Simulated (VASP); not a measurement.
# Li3ClO (Pm-3m) in VASP: a series of runs

Li3ClO is run at these levels: LDA; tasks: single point.

Everything below comes from runs of VASP 6.6.1. Logs are shortened: lines on timing, memory, paths and dates and some standing lists are left out, and cuts for length are marked.

**1. The cell of the first run**

The structure is cubic, space group Pm-3m (No. 221). Conventional cell: a = 3.908 Å, b = 3.908 Å, c = 3.908 Å, α = 90.00°, β = 90.00°, γ = 90.00°. Li (site symmetry 4/mmm) has 2 O at 1.95 Å within 2.6 Å. Cl (site symmetry m-3m) has 12 Li at 2.76 Å and 8 O at 3.38 Å within 3.6 Å. O (site symmetry m-3m) has 6 Li at 1.95 Å within 2.6 Å.

**2. Single point, LDA**

Input file INCAR:

```
SYSTEM = Li3ClO
PREC     = Accurate       ! precision mode
ENCUT    = 520            ! plane-wave cutoff, eV
EDIFF    = 1E-6           ! SCF threshold, eV
ISMEAR   = -1             ! smearing method
SIGMA    = 0.01           ! smearing width, eV
LREAL    = .FALSE.        ! projectors in reciprocal space
LASPH    = .TRUE.         ! aspherical terms in the spheres
NELM     = 80             ! most SCF steps
ALGO     = Normal         ! electronic algorithm
ISIF     = 2              ! what is computed and relaxed
LWAVE    = .FALSE.        ! write WAVECAR
LCHARG   = .FALSE.        ! write CHGCAR
GGA      = CA             ! functional
NBANDS   = 19             ! bands
```

Input file KPOINTS:

```
Automatic mesh
0
G
  6 6 6
  0 0 0
```

Input file POSCAR:

```
Li3ClO
1.0
    3.9083370000      0.0000000000      0.0000000000
    0.0000000000      3.9083370000      0.0000000000
    0.0000000000      0.0000000000      3.9083370000
Li Cl O
3 1 1
Direct
    0.0000000000      0.5000000000      0.5000000000
    0.5000000000      0.0000000000      0.5000000000
    0.5000000000      0.5000000000      0.0000000000
    0.0000000000      0.0000000000      0.0000000000
    0.5000000000      0.5000000000      0.5000000000
```

Potentials or basis: VASP PAW LDA potentials, release 64 (Li_sv, Cl, O).

Run with:

```console
cat potpaw_LDA.64/Li_sv/POTCAR potpaw_LDA.64/Cl/POTCAR potpaw_LDA.64/O/POTCAR > POTCAR
mpirun -np 1 vasp_std > vasp.out
```

OUTCAR:

```text
SYSTEM = Li3ClO
   PREC = Accurate
   ENCUT = 520
   EDIFF = 1E-6
   ISMEAR = -1
   LREAL = .FALSE.
   LASPH = .TRUE.
   NELM = 80
   ISIF = 2
   GGA = CA

 ion  position               nearest neighbor table
   1  0.000  0.500  0.500-   5 1.95   5 1.95
   2  0.500  0.000  0.500-   5 1.95   5 1.95
   3  0.500  0.500  0.000-   5 1.95   5 1.95
   4  0.000  0.000  0.000-
   5  0.500  0.500  0.500-   1 1.95   2 1.95   3 1.95   3 1.95   2 1.95   1 1.95

  LATTYP: Found a simple cubic cell.
 ALAT       =     3.9083370000

  Lattice vectors:

 A1 = (   3.9083370000,   0.0000000000,   0.0000000000)
 A2 = (   0.0000000000,   3.9083370000,   0.0000000000)
 A3 = (   0.0000000000,   0.0000000000,   3.9083370000)

Analysis of symmetry for initial positions (statically):
=====================================================================
 Subroutine PRICEL returns:
 Original cell was already a primitive cell.

 Routine SETGRP: Setting up the symmetry group for a
 simple cubic supercell.

 Subroutine GETGRP returns: Found 48 space group operations
 (whereof 48 operations were pure point group operations)
 out of a pool of 48 trial point group operations.

The static configuration has the point symmetry O_h .

Analysis of symmetry for dynamics (positions and initial velocities):
=====================================================================
 Subroutine PRICEL returns:
 Original cell was already a primitive cell.

 Routine SETGRP: Setting up the symmetry group for a
 simple cubic supercell.

 Subroutine GETGRP returns: Found 48 space group operations
 (whereof 48 operations were pure point group operations)
 out of a pool of 48 trial point group operations.

The dynamic configuration has the point symmetry O_h .

 Subroutine INISYM returns: Found 48 space group operations
 (whereof 48 operations are pure point group operations),
 and found     1 'primitive' translations

----------------------------------------------------------------------------------------

                                     Primitive cell

[... 85 lines left out ...]
   ISPIN  =      1    spin polarized calculation?
   LNONCOLLINEAR =      F non collinear calculations
   LSORBIT =      F    spin-orbit coupling
   LASPH  =      T    aspherical Exc in radial PAW
   ENCUT  =  520.0 eV  38.22 Ry    6.18 a.u.   7.27  7.27  7.27*2*pi/ulx,y,z
   NELM   =     80;   NELMIN=  2; NELMDL= -5     # of ELM steps
   EDIFF  = 0.1E-05   stopping-criterion for ELM
   LREAL  =      F    real-space projection
   EDIFFG = 0.1E-04   stopping-criterion for IOM
   NSW    =      0    number of steps for IOM
   IBRION =     -1    ionic relax: 0-MD 1-quasi-New 2-CG
   NFREE  =      0    steps in history (QN), initial steepest desc. (CG)
   ISIF   =      2    stress and relaxation
   ISYM   =      2    0-nonsym 1-usesym 2-fastsym
   POTIM  = 0.5000    time-step for ionic-motion
   TEBEG  =    0.0;   TEEND  =   0.0 temperature during run
   PSTRESS=    0.0 pullay stress
   NELECT =      22.0000    total number of electrons
   NUPDOWN=      -1.0000    fix difference up-down
   EMIN   =  10.00;   EMAX   =-10.00  energy-range for DOS
   EFERMI =   0.00;   METHOD = LEGACY
   ISMEAR =    -1;   SIGMA  =   0.01  broadening in eV -4-tet -1-fermi 0-gaus
   EFERMI_NEDOS =   21; number of points for ismear=-14 and -15
   IALGO  =     38    algorithm
   IMIX   =      4    mixing-type and parameters
     AMIX     =   0.40;   BMIX     =  1.00
     AMIX_MAG =   1.60;   BMIX_MAG =  1.00
  volume/ion in A,a.u.               =      11.94        80.58
  Fermi-wavevector in a.u.,A,eV,Ry     =   1.173700  2.217971 18.742996  1.377571
  Thomas-Fermi vector in A             =   2.310109
   LORBIT       =      0    0 simple, 1 ext, 2 COOP (PROOUT), +10 PAW based schemes
   GGA     = CA    functional components
   LHFCALC =     F    Hartree Fock is set to
   AEXX    =    0.0000 exact exchange contribution
   IVDW    =     0    specifies the selected vdW correction
   LEPSILON=     F    determine dielectric tensor
   LRPA    =     F    only Hartree local field effects (RPA)
 non-spin polarized calculation
  energy-cutoff  :      520.00
  volume of cell :       59.70
 maximum number of plane-waves:      1640
 NGX is ok and might be reduce to    30
   NGX = 15   NGY = 15   NGZ = 15

 number of electron      21.9999977 magnetization

 Free energy of the ion-electron system (eV)
  ---------------------------------------------------
  ext. energy  EPLUGINS =         0.00000000
  ---------------------------------------------------
  free energy    TOTEN  =       -23.62812608 eV

  energy without entropy =      -23.62812608  energy(sigma->0) =      -23.62812608

 E-fermi :   1.7617     XC(G=0):  -9.5451

 val. band max:        1.5105059159   @ k =   0.5000   0.5000   0.0000
 cond. band min:       6.1032460673   @ k =   0.0000   0.0000   0.0000
 fundamental gap:      4.5927401514
 Fermi energy:         1.7616917177

 k-point     1 :       0.0000    0.0000    0.0000
  band No.  band energies     occupation
      1     -40.9430      2.00000
      2     -40.8692      2.00000
      3     -40.8692      2.00000
      4     -13.3341      2.00000
      5     -12.4529      2.00000
      6      -1.4336      2.00000
[... 417 lines left out ...]
      6      -2.0298      2.00000
[... 11 lines left out ...]
     18      12.1676      0.00000
     19      17.1125      0.00000

------------------------ aborting loop because EDIFF is reached ----------------------------------------

  FORCE on cell =-STRESS in cart. coord.  units (eV):
  Direction    XX          YY          ZZ          XY          YZ          ZX
  --------------------------------------------------------------------------------------
  -------------------------------------------------------------------------------------
  Total       -2.0599789     -2.0599789     -2.0599789     -0.0000000     -0.0000000     -0.0000000
  in kB      -55.2837305    -55.2837305    -55.2837305     -0.0000000     -0.0000000     -0.0000000
  external PRESSURE =     -55.2837305 kB  Pullay stress =       0.0000000 kB

 VOLUME and BASIS-vectors are now :
 -----------------------------------------------------------------------------
  energy-cutoff  :      520.00
  volume of cell :       59.70
      direct lattice vectors                 reciprocal lattice vectors
     3.908337000  0.000000000  0.000000000     0.255863299  0.000000000  0.000000000
     0.000000000  3.908337000  0.000000000     0.000000000  0.255863299  0.000000000
     0.000000000  0.000000000  3.908337000     0.000000000  0.000000000  0.255863299

 POSITION                                       TOTAL-FORCE (eV/Angst)
 -----------------------------------------------------------------------------------
      0.00000      1.95417      1.95417         0.000000      0.000000      0.000000
      1.95417      0.00000      1.95417         0.000000      0.000000      0.000000
      1.95417      1.95417      0.00000         0.000000      0.000000      0.000000
      0.00000      0.00000      0.00000         0.000000      0.000000      0.000000
      1.95417      1.95417      1.95417         0.000000      0.000000      0.000000
 -----------------------------------------------------------------------------------
    total drift:                                0.000000      0.000000      0.000000

  FREE ENERGIE OF THE ION-ELECTRON SYSTEM (eV)
  ---------------------------------------------------
  free  energy   TOTEN  =       -23.6281260814 eV

  energy  without entropy=      -23.6281260814  energy(sigma->0) =      -23.62812608
```

OSZICAR:

```text
N       E                     dE             d eps       ncg     rms          rms(c)
DAV:   1     0.126937743488E+03    0.12694E+03   -0.10266E+04   760   0.118E+03
DAV:   2    -0.118300903322E+02   -0.13877E+03   -0.13467E+03   915   0.289E+02
DAV:   3    -0.271755197297E+02   -0.15345E+02   -0.15255E+02  1438   0.685E+01
DAV:   4    -0.275086362327E+02   -0.33312E+00   -0.33247E+00  1015   0.130E+01
DAV:   5    -0.275194250182E+02   -0.10789E-01   -0.10788E-01  1151   0.172E+00    0.983E+00
DAV:   6    -0.238621836765E+02    0.36572E+01   -0.10022E+01   850   0.200E+01    0.398E+00
DAV:   7    -0.237582317052E+02    0.10395E+00   -0.10787E+00   908   0.481E+00    0.278E+00
DAV:   8    -0.236449249148E+02    0.11331E+00   -0.41016E-01   838   0.384E+00    0.848E-01
DAV:   9    -0.236278324469E+02    0.17092E-01   -0.10567E-01   937   0.156E+00    0.285E-01
DAV:  10    -0.236289463025E+02   -0.11139E-02   -0.14155E-02   967   0.617E-01    0.122E-01
DAV:  11    -0.236281224038E+02    0.82390E-03   -0.26578E-03  1000   0.268E-01    0.259E-02
DAV:  12    -0.236281266742E+02   -0.42704E-05   -0.22030E-04   923   0.811E-02    0.207E-02
DAV:  13    -0.236281261730E+02    0.50121E-06   -0.16360E-05   975   0.204E-02    0.843E-03
DAV:  14    -0.236281260814E+02    0.91658E-07   -0.68044E-07   544   0.507E-03
   1 F= -.23628126E+02 E0= -.23628126E+02  d E =-.178985E-12
```

stdout:

```text
POSCAR found type information on POSCAR LiClO
 POSCAR found :  3 types and       5 ions
 scaLAPACK will be used
 LDA part: xc-table for (Slater(with rela. corr.)+CA(PZ))
 , standard interpolation
 POSCAR, INCAR and KPOINTS ok, starting setup
 FFT: planning ... GRIDC
 FFT: planning ... GRID_SOFT
 FFT: planning ... GRID
 WAVECAR not read
 entering main loop
```

Run time: 35 s. Hardware: 1 thread of Intel Xeon 8259CL, shared host; peak memory 0.15 GiB.

What came out:

```yaml
Free_energy: -23.6281 eV
Band_gap_on_the_k_mesh: 4.59 eV, indirect (least direct gap 4.61 eV)
```

Caveat: the cutoff is under 1.25 times the usual one of these potentials, so pressure, stress and relaxed cells hold a basis-set (Pulay) error. A k mesh can miss the band edges.

**3. Single point, LDA**

Input file INCAR:

```
PREC = Accurate
ENCUT = 520
EDIFF = 1E-6
ISMEAR = -1
SIGMA = 0.01
LREAL = F
LASPH = T
NELM = 80
ALGO = Normal
ISIF = 2
LWAVE = F
LCHARG = F
GGA = CA
NBANDS = 19
```

Input file KPOINTS:

```
Automatic mesh
0
Gamma
  6 6 6
```

POSCAR is that of step 2.

Potentials or basis: VASP PAW LDA potentials, release 64 (Li_sv, Cl, O).

Run with:

```console
cat potpaw_LDA.64/Li_sv/POTCAR potpaw_LDA.64/Cl/POTCAR potpaw_LDA.64/O/POTCAR > POTCAR
mpirun -np 1 vasp_std > vasp.out
```

OUTCAR:

```text
PREC = Accurate
   ENCUT = 520
   EDIFF = 1E-6
   ISMEAR = -1
   LREAL = F
   LASPH = T
   NELM = 80
   ISIF = 2
   GGA = CA

 ion  position               nearest neighbor table
   1  0.000  0.500  0.500-   5 1.95   5 1.95
   2  0.500  0.000  0.500-   5 1.95   5 1.95
   3  0.500  0.500  0.000-   5 1.95   5 1.95
   4  0.000  0.000  0.000-
   5  0.500  0.500  0.500-   1 1.95   2 1.95   3 1.95   3 1.95   2 1.95   1 1.95

  LATTYP: Found a simple cubic cell.
 ALAT       =     3.9083370000

  Lattice vectors:

 A1 = (   3.9083370000,   0.0000000000,   0.0000000000)
 A2 = (   0.0000000000,   3.9083370000,   0.0000000000)
 A3 = (   0.0000000000,   0.0000000000,   3.9083370000)

Analysis of symmetry for initial positions (statically):
=====================================================================
 Subroutine PRICEL returns:
 Original cell was already a primitive cell.

 Routine SETGRP: Setting up the symmetry group for a
 simple cubic supercell.

 Subroutine GETGRP returns: Found 48 space group operations
 (whereof 48 operations were pure point group operations)
 out of a pool of 48 trial point group operations.

The static configuration has the point symmetry O_h .

Analysis of symmetry for dynamics (positions and initial velocities):
=====================================================================
 Subroutine PRICEL returns:
 Original cell was already a primitive cell.

 Routine SETGRP: Setting up the symmetry group for a
 simple cubic supercell.

 Subroutine GETGRP returns: Found 48 space group operations
 (whereof 48 operations were pure point group operations)
 out of a pool of 48 trial point group operations.

The dynamic configuration has the point symmetry O_h .

 Subroutine INISYM returns: Found 48 space group operations
[... 115 lines left out ...]
   IALGO  =     38    algorithm
   IMIX   =      4    mixing-type and parameters
     AMIX     =   0.40;   BMIX     =  1.00
     AMIX_MAG =   1.60;   BMIX_MAG =  1.00
  volume/ion in A,a.u.               =      11.94        80.58
  Fermi-wavevector in a.u.,A,eV,Ry     =   1.173700  2.217971 18.742996  1.377571
  Thomas-Fermi vector in A             =   2.310109
   LORBIT       =      0    0 simple, 1 ext, 2 COOP (PROOUT), +10 PAW based schemes
   GGA     = CA    functional components
   LHFCALC =     F    Hartree Fock is set to
   AEXX    =    0.0000 exact exchange contribution
   IVDW    =     0    specifies the selected vdW correction
   LEPSILON=     F    determine dielectric tensor
   LRPA    =     F    only Hartree local field effects (RPA)
 non-spin polarized calculation
  energy-cutoff  :      520.00
  volume of cell :       59.70
 maximum number of plane-waves:      1640
 NGX is ok and might be reduce to    30
   NGX = 15   NGY = 15   NGZ = 15

 number of electron      21.9999977 magnetization

 Free energy of the ion-electron system (eV)
  ---------------------------------------------------
  ext. energy  EPLUGINS =         0.00000000
  ---------------------------------------------------
  free energy    TOTEN  =       -23.62812608 eV

  energy without entropy =      -23.62812608  energy(sigma->0) =      -23.62812608

 E-fermi :   1.7617     XC(G=0):  -9.5451

 val. band max:        1.5105059159   @ k =   0.5000   0.5000   0.0000
 cond. band min:       6.1032460673   @ k =   0.0000   0.0000   0.0000
 fundamental gap:      4.5927401514
 Fermi energy:         1.7616917177

 k-point     1 :       0.0000    0.0000    0.0000
  band No.  band energies     occupation
      1     -40.9430      2.00000
      2     -40.8692      2.00000
      3     -40.8692      2.00000
      4     -13.3341      2.00000
      5     -12.4529      2.00000
      6      -1.4336      2.00000
[... 417 lines left out ...]
      6      -2.0298      2.00000
[... 11 lines left out ...]
     18      12.1676      0.00000
     19      17.1125      0.00000

------------------------ aborting loop because EDIFF is reached ----------------------------------------

  FORCE on cell =-STRESS in cart. coord.  units (eV):
  Direction    XX          YY          ZZ          XY          YZ          ZX
  --------------------------------------------------------------------------------------
  -------------------------------------------------------------------------------------
  Total       -2.0599789     -2.0599789     -2.0599789     -0.0000000     -0.0000000     -0.0000000
  in kB      -55.2837305    -55.2837305    -55.2837305     -0.0000000     -0.0000000     -0.0000000
  external PRESSURE =     -55.2837305 kB  Pullay stress =       0.0000000 kB

 VOLUME and BASIS-vectors are now :
 -----------------------------------------------------------------------------
  energy-cutoff  :      520.00
  volume of cell :       59.70
      direct lattice vectors                 reciprocal lattice vectors
     3.908337000  0.000000000  0.000000000     0.255863299  0.000000000  0.000000000
     0.000000000  3.908337000  0.000000000     0.000000000  0.255863299  0.000000000
     0.000000000  0.000000000  3.908337000     0.000000000  0.000000000  0.255863299

 POSITION                                       TOTAL-FORCE (eV/Angst)
 -----------------------------------------------------------------------------------
      0.00000      1.95417      1.95417         0.000000      0.000000      0.000000
      1.95417      0.00000      1.95417         0.000000      0.000000      0.000000
      1.95417      1.95417      0.00000         0.000000      0.000000      0.000000
      0.00000      0.00000      0.00000         0.000000      0.000000      0.000000
      1.95417      1.95417      1.95417         0.000000      0.000000      0.000000
 -----------------------------------------------------------------------------------
    total drift:                                0.000000      0.000000      0.000000

  FREE ENERGIE OF THE ION-ELECTRON SYSTEM (eV)
  ---------------------------------------------------
  free  energy   TOTEN  =       -23.6281260814 eV

  energy  without entropy=      -23.6281260814  energy(sigma->0) =      -23.62812608
```

stdout:

```text
POSCAR found type information on POSCAR LiClO
 POSCAR found :  3 types and       5 ions
 scaLAPACK will be used
 LDA part: xc-table for (Slater(with rela. corr.)+CA(PZ))
 , standard interpolation
 POSCAR, INCAR and KPOINTS ok, starting setup
 FFT: planning ... GRIDC
 FFT: planning ... GRID_SOFT
 FFT: planning ... GRID
 WAVECAR not read
 entering main loop
```

Wall time 34 s (1 thread of Intel Xeon 8259CL, shared host); peak memory 0.15 GiB.

What came out:

```yaml
Free_energy: -23.6281 eV
Band_gap_on_the_k_mesh: 4.59 eV, indirect (least direct gap 4.61 eV)
```

Caveat: the cutoff is under 1.25 times the usual one of these potentials, so pressure, stress and relaxed cells hold a basis-set (Pulay) error.
